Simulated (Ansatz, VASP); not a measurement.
One calculation of LaH, two programs

```xyz
2
Lattice="3.7822 0.0000 0.0000 -1.8911 3.2755 0.0000 0.0000 0.0000 4.4966" Properties=species:S:1:pos:R:3 pbc="T T T"
La    0.0000    0.0000    0.5026
H     0.0000    0.0000    2.7511
```

Alike in both runs: functional PBE; k mesh 7 × 7 × 4; occupations gaussian, width 0.2 eV; no spin polarisation.

Ansatz relaxed the structure, and its values are those at the end. VASP's run is a single point on that final structure, the one shown.

|  | VASP | Ansatz |
| --- | --- | --- |
| version | VASP 6.6.1 | Ansatz 0.2.0 |
| potentials or method | VASP PAW PBE potentials, release 64 (La, H), cutoff 500 eV | scalar-relativistic, plane waves, PAW |
| valence electrons in the cell | 12 | 12 |

```tsv
	VASP	Ansatz	Ansatz less VASP
gap on the k mesh at the Fermi level (eV)	none	none	-
pressure (GPa)	0.4	0.4	+0.04
```

A gap of «none» marks a metal or a gap that the smearing closes.

Neither program's run includes spin-orbit coupling.
